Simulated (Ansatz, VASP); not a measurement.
# Zn in VASP and in Ansatz

```xyz
2
Lattice="2.6700 0.0000 0.0000 -1.3350 2.3123 0.0000 0.0000 0.0000 4.9660" Properties=species:S:1:pos:R:3 pbc="T T T"
Zn    0.0000    1.5415    1.2415
Zn    1.3350    0.7708    3.7245
```

Alike in both runs: task relaxation of cell and atoms; functional PBEsol; k mesh 18 × 18 × 8; occupations gaussian, width 0.1 eV; no spin polarisation.

|  | VASP | Ansatz |
| --- | --- | --- |
| version | VASP 6.6.1 | Ansatz 0.2.0 |
| potentials or method | VASP PAW PBE potentials, release 64 (Zn), cutoff 600 eV | scalar-relativistic, plane waves, PAW |
| valence electrons in the cell | 24 | 24 |

|  | VASP | Ansatz | Ansatz less VASP |
| --- | --- | --- | --- |
| gap on the k mesh at the Fermi level, each at its own relaxed structure (eV) | none | none | - |
| relaxed volume (Å³/atom) | 14.29 | 14.25 | -0.040 |
| relaxed cell length with the largest relative difference (Å) | 2.599 | 2.592 | -0.0064 |

VASP's potentials were made for PBE, not for PBEsol. A gap of «none» marks a metal or a gap that the smearing closes.
